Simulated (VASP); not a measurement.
# LiGd (Pm-3m) in VASP: density of states with PBE

Aim: the density of states of LiGd with PBE.

Program: VASP 6.6.1. These are calculated values, not measurements. Logs are shortened: lines on timing, memory, paths and dates and some standing lists are left out, and cuts for length are marked.

## Step 1: The cell of the first run

It takes space group Pm-3m (No. 221, cubic). The conventional cell has a = 3.750 Å, b = 3.750 Å, c = 3.750 Å, α = 90.00°, β = 90.00°, γ = 90.00°. Li (site symmetry m-3m) has 8 Gd at 3.25 Å and 6 Li at 3.75 Å within 4.3 Å. Within 4.3 Å of Gd (site symmetry m-3m) lie 8 Li at 3.25 Å and 6 Gd at 3.75 Å.

## Step 2: Density of states, PBE, collinear spin, ferromagnetic start

The input, POSCAR:

```
LiGd
1.0
    3.7499138130      0.0000000000      0.0000000000
    0.0000000000      3.7499138130      0.0000000000
    0.0000000000      0.0000000000      3.7499138130
Li Gd
1 1
Direct
    0.5000000000      0.5000000000      0.5000000000
    0.0000000000      0.0000000000      0.0000000000
```

The input, INCAR.step1:

```
SYSTEM = LiGd
  PREC = Accurate
  ENCUT = 520
  EDIFF = 1E-7
  ISMEAR = 0
  SIGMA = 0.1
  LREAL = .False.
  LASPH = .True.
  NELM = 150
  ALGO = Normal
  ISIF = 2
  LWAVE = .False.
  LCHARG = .True.
  ISPIN = 2
  MAGMOM = 0 7.96
  LMAXMIX = 6
  GGA = PE
  NBANDS = 22
```

The input, KPOINTS.step1:

```
regular mesh
0
Gamma
  16 16 16
  0 0 0
```

The input, INCAR.step2:

```
SYSTEM = LiGd
  PREC = Accurate
  ENCUT = 520
  EDIFF = 1E-7
  ISMEAR = -5
  SIGMA = 0.1
  LREAL = .False.
  LASPH = .True.
  NELM = 150
  ALGO = Normal
  ISIF = 2
  LWAVE = .False.
  LCHARG = .False.
  ISPIN = 2
  MAGMOM = 0 7.96
  LORBIT = 11
  LMAXMIX = 6
  GGA = PE
  NBANDS = 22
  NEDOS = 2001
  ICHARG = 11
```

The input, KPOINTS.step2:

```
regular mesh
0
Gamma
  24 24 24
  0 0 0
```

Potentials or basis: VASP PAW PBE potentials, release 64 (Li_sv, Gd).

Run with:

```console
> cat potpaw_PBE.64/Li_sv/POTCAR potpaw_PBE.64/Gd/POTCAR > POTCAR
> cp INCAR.step1 INCAR
> cp KPOINTS.step1 KPOINTS
> mpirun -np 1 vasp_std > vasp.out
> cp INCAR.step2 INCAR
> cp KPOINTS.step2 KPOINTS
> mpirun -np 1 vasp_std > vasp.out
```

OUTCAR:

```text
SYSTEM = LiGd
   PREC = Accurate
   ENCUT = 520
   EDIFF = 1E-7
   ISMEAR = -5
   LREAL = .False.
   LASPH = .True.
   NELM = 150
   ISIF = 2
   ISPIN = 2
   LORBIT = 11
   GGA = PE
   ICHARG = 11

 ion  position               nearest neighbor table
   1  0.500  0.500  0.500-
   2  0.000  0.000  0.000-

  LATTYP: Found a simple cubic cell.
 ALAT       =     3.7499138130

  Lattice vectors:

 A1 = (   3.7499138130,   0.0000000000,   0.0000000000)
 A2 = (   0.0000000000,   3.7499138130,   0.0000000000)
 A3 = (   0.0000000000,   0.0000000000,   3.7499138130)

Analysis of symmetry for initial positions (statically):
=====================================================================
 Subroutine PRICEL returns:
 Original cell was already a primitive cell.

 Routine SETGRP: Setting up the symmetry group for a
 simple cubic supercell.

 Subroutine GETGRP returns: Found 48 space group operations
 (whereof 48 operations were pure point group operations)
 out of a pool of 48 trial point group operations.

The static configuration has the point symmetry O_h .

Analysis of symmetry for dynamics (positions and initial velocities):
=====================================================================
 Subroutine PRICEL returns:
 Original cell was already a primitive cell.

 Routine SETGRP: Setting up the symmetry group for a
 simple cubic supercell.

 Subroutine GETGRP returns: Found 48 space group operations
 (whereof 48 operations were pure point group operations)
 out of a pool of 48 trial point group operations.

The dynamic configuration has the point symmetry O_h .

Analysis of structural, dynamic, and magnetic symmetry:
=====================================================================
 Subroutine PRICEL returns:
 Original cell was already a primitive cell.

 Routine SETGRP: Setting up the symmetry group for a
 simple cubic supercell.

 Subroutine GETGRP returns: Found 48 space group operations
 (whereof 48 operations were pure point group operations)
 out of a pool of 48 trial point group operations.

The overall configuration has the point symmetry O_h .

 Subroutine INISYM returns: Found 48 space group operations
 (whereof 48 operations are pure point group operations),
 and found     1 'primitive' translations

----------------------------------------------------------------------------------------

                                     Primitive cell

  volume of cell :      52.7307

  direct lattice vectors                    reciprocal lattice vectors
     3.749913813  0.000000000  0.000000000     0.266672796  0.000000000  0.000000000
     0.000000000  3.749913813  0.000000000     0.000000000  0.266672796  0.000000000
     0.000000000  0.000000000  3.749913813     0.000000000  0.000000000  0.266672796

  length of vectors
     3.749913813  3.749913813  3.749913813     0.266672796  0.266672796  0.266672796

  position of ions in fractional coordinates (direct lattice)
     0.500000000  0.500000000  0.500000000
     0.000000000  0.000000000  0.000000000

  ion indices of the primitive-cell ions
   primitive index   ion index
                 1           1
                 2           2

----------------------------------------------------------------------------------------

 KPOINTS: regular mesh

Automatic generation of k-mesh.
 Grid dimensions read from file:
 generate k-points for:   24   24   24

 Generating k-lattice:

  Cartesian coordinates                     Fractional coordinates (reciprocal lattice)
     0.011111366  0.000000000  0.000000000     0.041666667  0.000000000  0.000000000
     0.000000000  0.011111366  0.000000000     0.000000000  0.041666667  0.000000000
     0.000000000  0.000000000  0.011111366     0.000000000  0.000000000  0.041666667

  Length of vectors
     0.011111366  0.011111366  0.011111366

  Shift w.r.t. Gamma in fractional coordinates (k-lattice)
     0.000000000  0.000000000  0.000000000

 TETIRR: Found   6890 inequivalent tetrahedra from    82944

 Subroutine IBZKPT returns following result:
 ===========================================

 Found    455 irreducible k-points:

 Following reciprocal coordinates:
            Coordinates               Weight
  0.000000  0.000000  0.000000      1.000000
  0.041667  0.000000  0.000000      6.000000
  0.083333  0.000000  0.000000      6.000000
  0.125000  0.000000  0.000000      6.000000
  0.166667  0.000000  0.000000      6.000000
  0.208333  0.000000  0.000000      6.000000
[... 16 lines left out ...]
  0.416667  0.041667  0.000000     24.000000
  0.458333  0.041667  0.000000     24.000000
 [... further k-points ...]
   k-points           NKPTS =    455   k-points in BZ     NKDIM =    455   number of bands    NBANDS=     22
   number of dos      NEDOS =   2001   number of ions     NIONS =      2
   total plane-waves  NPLWV =  21952
   dimension x,y,z NGX =    28 NGY =   28 NGZ =   28
   dimension x,y,z NGXF=    56 NGYF=   56 NGZF=   56
   ions per type =               1   1
   NGX,Y,Z   is equivalent  to a cutoff of  12.41, 12.41, 12.41 a.u.
   NGXF,Y,Z  is equivalent  to a cutoff of  24.83, 24.83, 24.83 a.u.
 SYSTEM =  LiGd
   PREC   = accura    normal or accurate (medium, high low for compatibility)
   ISTART =      0    job   : 0-new  1-cont  2-samecut
   ICHARG =     11    charge: 1-file 2-atom 10-const
   ISPIN  =      2    spin polarized calculation?
   LNONCOLLINEAR =      F non collinear calculations
   LSORBIT =      F    spin-orbit coupling
   LASPH  =      T    aspherical Exc in radial PAW
   ENCUT  =  520.0 eV  38.22 Ry    6.18 a.u.   6.97  6.97  6.97*2*pi/ulx,y,z
   NELM   =    150;   NELMIN=  2; NELMDL=  0     # of ELM steps
   EDIFF  = 0.1E-06   stopping-criterion for ELM
   LREAL  =      F    real-space projection
   EDIFFG = 0.1E-05   stopping-criterion for IOM
   NSW    =      0    number of steps for IOM
   IBRION =     -1    ionic relax: 0-MD 1-quasi-New 2-CG
   NFREE  =      0    steps in history (QN), initial steepest desc. (CG)
   ISIF   =      2    stress and relaxation
   ISYM   =      2    0-nonsym 1-usesym 2-fastsym
   POTIM  = 0.5000    time-step for ionic-motion
   TEBEG  =    0.0;   TEEND  =   0.0 temperature during run
   PSTRESS=    0.0 pullay stress
   NELECT =      21.0000    total number of electrons
   NUPDOWN=      -1.0000    fix difference up-down
   EMIN   =  10.00;   EMAX   =-10.00  energy-range for DOS
   EFERMI =   0.00;   METHOD = LEGACY
   ISMEAR =    -5;   SIGMA  =   0.10  broadening in eV -4-tet -1-fermi 0-gaus
   EFERMI_NEDOS =   21; number of points for ismear=-14 and -15
   IALGO  =     38    algorithm
   IMIX   =      4    mixing-type and parameters
     AMIX     =   0.40;   BMIX     =  1.00
     AMIX_MAG =   1.60;   BMIX_MAG =  1.00
  volume/ion in A,a.u.               =      26.37       177.92
  Fermi-wavevector in a.u.,A,eV,Ry     =   1.204463  2.276104 19.738381  1.450730
  Thomas-Fermi vector in A             =   2.340187
   LORBIT       =     11    0 simple, 1 ext, 2 COOP (PROOUT), +10 PAW based schemes
   GGA     = PE    functional components
   LHFCALC =     F    Hartree Fock is set to
   AEXX    =    0.0000 exact exchange contribution
   IVDW    =     0    specifies the selected vdW correction
   LEPSILON=     F    determine dielectric tensor
   LRPA    =     F    only Hartree local field effects (RPA)
 spin polarized calculation
 Fermi weights with tetrahedron method with Bloechl corrections
  energy-cutoff  :      520.00
  volume of cell :       52.73
 maximum number of plane-waves:      1452
 NGX is ok and might be reduce to    28

 number of electron      20.9999972 magnetization       7.7253336

 Free energy of the ion-electron system (eV)
  ---------------------------------------------------
  ext. energy  EPLUGINS =         0.00000000
  ---------------------------------------------------
  free energy    TOTEN  =       -13.34885186 eV

  energy without entropy =      -13.34885186  energy(sigma->0) =      -13.34885186

 E-fermi :   2.0372     XC(G=0):  -8.9544

 val. band max:        2.0434539130   @ k =   0.4583   0.4167   0.2083
 cond. band min:       2.0327254403   @ k =   0.5000   0.5000   0.1667
 fundamental gap:     -0.0107284727
 Fermi energy:         2.0372291849

 spin component 1

 k-point     1 :       0.0000    0.0000    0.0000
  band No.  band energies     occupation
      1     -43.5924      1.00000
      2     -43.4097      1.00000
      3     -20.6610      1.00000
      4     -20.6610      1.00000
      5     -20.6610      1.00000
      6      -2.9224      1.00000
[... 14 lines left out ...]
     21       7.3591      0.00000
     22      13.2670      0.00000
[... 552 lines left out ...]
  band No.  band energies     occupation
      1     -43.5869      1.00000
      2     -43.4027      1.00000
      3     -20.9119      1.00000
      4     -20.6431      1.00000
      5     -20.6384      1.00000
      6      -2.9717      1.00000
[... 14 lines left out ...]
     21      11.3489      0.00000
     22      11.5877      0.00000

 [... further k-points ...]

 spin component 2

 k-point     1 :       0.0000    0.0000    0.0000
  band No.  band energies     occupation
      1     -43.5755      1.00000
      2     -40.1678      1.00000
      3     -18.2882      1.00000
      4     -18.2882      1.00000
      5     -18.2882      1.00000
      6      -1.8000      1.00000
[... 14 lines left out ...]
     21       7.8752      0.00000
     22      13.9298      0.00000
[... 552 lines left out ...]
  band No.  band energies     occupation
      1     -43.5749      1.00000
      2     -40.1528      1.00000
      3     -18.5932      1.00000
      4     -18.2649      1.00000
      5     -18.2591      1.00000
      6      -0.0136      1.00000
[... 14 lines left out ...]
     21      12.0730      0.00000
     22      12.2633      0.00000

 [... further k-points ...]

------------------------ aborting loop because EDIFF is reached ----------------------------------------

  FORCE on cell =-STRESS in cart. coord.  units (eV):
  Direction    XX          YY          ZZ          XY          YZ          ZX
  --------------------------------------------------------------------------------------
  -------------------------------------------------------------------------------------
  Total       -0.1730293     -0.1730293     -0.1730293     -0.0000000      0.0000000     -0.0000000
  in kB       -5.2573433     -5.2573433     -5.2573433     -0.0000000      0.0000000     -0.0000000
  external PRESSURE =      -5.2573433 kB  Pullay stress =       0.0000000 kB

 VOLUME and BASIS-vectors are now :
 -----------------------------------------------------------------------------
  energy-cutoff  :      520.00
  volume of cell :       52.73
      direct lattice vectors                 reciprocal lattice vectors
     3.749913813  0.000000000  0.000000000     0.266672796  0.000000000  0.000000000
     0.000000000  3.749913813  0.000000000     0.000000000  0.266672796  0.000000000
     0.000000000  0.000000000  3.749913813     0.000000000  0.000000000  0.266672796

 POSITION                                       TOTAL-FORCE (eV/Angst)
 -----------------------------------------------------------------------------------
      1.87496      1.87496      1.87496         0.000000      0.000000      0.000000
      0.00000      0.00000      0.00000         0.000000      0.000000      0.000000
 -----------------------------------------------------------------------------------
    total drift:                               -0.000000      0.000000      0.000000

  FREE ENERGIE OF THE ION-ELECTRON SYSTEM (eV)
  ---------------------------------------------------
  free  energy   TOTEN  =       -13.3488518596 eV

  energy  without entropy=      -13.3488518596  energy(sigma->0) =      -13.34885186

 total charge

# of ion       s       p       d       f       tot
--------------------------------------------------
    1        2.048   0.055   0.000   0.000   2.103
    2        2.065   5.571   0.524   7.000  15.159
--------------------------------------------------
tot          4.112   5.626   0.524   7.000  17.262

 magnetization (x)

# of ion       s       p       d       f       tot
--------------------------------------------------
    1        0.000   0.006   0.000   0.000   0.007
    2        0.007  -0.067   0.230   6.808   6.978
--------------------------------------------------
tot          0.007  -0.060   0.230   6.808   6.985
```

Wall time 25 min (1 thread of Intel Xeon Platinum 8259CL at 2.50GHz (Skylake/Cascade Lake), shared host); peak memory 0.88 GiB.

What came out:

```yaml
Net_moment: 7.73 μB per cell
Site_moments: Li +0.01; Gd +6.98 μB
Valence_electrons_inside_the_program's_atomic_spheres: Li 2.10; Gd 15.16
```

Levels at points of the mesh, in eV from the Fermi level:
Spin up:
| k point | band 12 | band 13 | band 14 | band 15 | band 16 | band 17 |
| --- | --- | --- | --- | --- | --- | --- |
| (0.00, 0.00, 0.00) | -4.94 | -4.50 | -0.52 | -0.52 | 3.75 | 3.75 |
| (0.50, 0.00, 0.00) | -4.92 | -2.80 | -0.76 | 0.08 | 1.55 | 1.55 |
| (0.50, 0.50, 0.00) | -4.91 | -1.48 | -0.48 | 0.73 | 0.73 | 2.27 |
| (0.50, 0.50, 0.50) | -4.92 | -1.17 | -1.17 | -1.17 | 4.60 | 4.60 |
Spin down:
| k point | band 4 | band 5 | band 6 | band 7 | band 8 | band 9 | band 10 | band 11 |
| --- | --- | --- | --- | --- | --- | --- | --- | --- |
| (0.00, 0.00, 0.00) | -20.33 | -20.33 | -3.84 | 0.39 | 0.39 | 0.39 | 0.43 | 0.43 |
| (0.50, 0.00, 0.00) | -20.30 | -20.30 | -2.03 | -0.23 | 0.31 | 0.41 | 0.41 | 0.43 |
| (0.50, 0.50, 0.00) | -20.60 | -20.27 | -0.89 | 0.25 | 0.25 | 0.41 | 0.42 | 0.42 |
| (0.50, 0.50, 0.50) | -20.56 | -20.56 | -0.55 | -0.55 | -0.55 | 0.33 | 0.42 | 0.42 |

Caveat: the cutoff is under 1.25 times the usual one of these potentials, so pressure, stress and relaxed cells hold a basis-set (Pulay) error; spin-orbit coupling is left out, which moves the levels of the heavy elements; without U or exact exchange the open f shell lies at the Fermi level, which spoils levels, moments and volumes; tetrahedron occupations give inexact forces and stress in metals. The state reached can hang on the start; a lower one may exist.
